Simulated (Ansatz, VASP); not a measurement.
**CdTe in VASP and in Ansatz**

```
Cd Te
1.0
     0.00000    3.31028    3.31028
     3.31028    0.00000    3.31028
     3.31028    3.31028    0.00000
Cd Te
1 1
Cartesian
  0.0000 0.0000 0.0000
  4.9654 4.9654 4.9654
```

Alike in both runs: functional PBE; k mesh 6 × 6 × 6; occupations gaussian, width 0.02 eV; no spin polarisation.

Ansatz relaxed the structure, and its values are those at the end. VASP's run is a single point on that final structure, the one shown.

|  | VASP | Ansatz |
| --- | --- | --- |
| version | VASP 6.6.1 | Ansatz 0.2.0 |
| potentials or method | VASP PAW PBE potentials, release 64 (Cd, Te), cutoff 500 eV | scalar-relativistic, plane waves, PAW |
| valence electrons in the cell | 18 | 36 |

|  | VASP | Ansatz | Ansatz less VASP |
| --- | --- | --- | --- |
| gap on the k mesh at the Fermi level (eV) | 0.58 | 0.58 | +0.001 |
| least direct gap on the mesh (eV) | 0.58 | 0.58 | +0.001 |
| pressure (GPa) | 0.1 | 0.0 | -0.10 |

VASP's potentials hold 18 valence electrons a cell and Ansatz's 36, so a difference there can come from the potentials and not from the codes.

Spin-orbit coupling is off throughout.
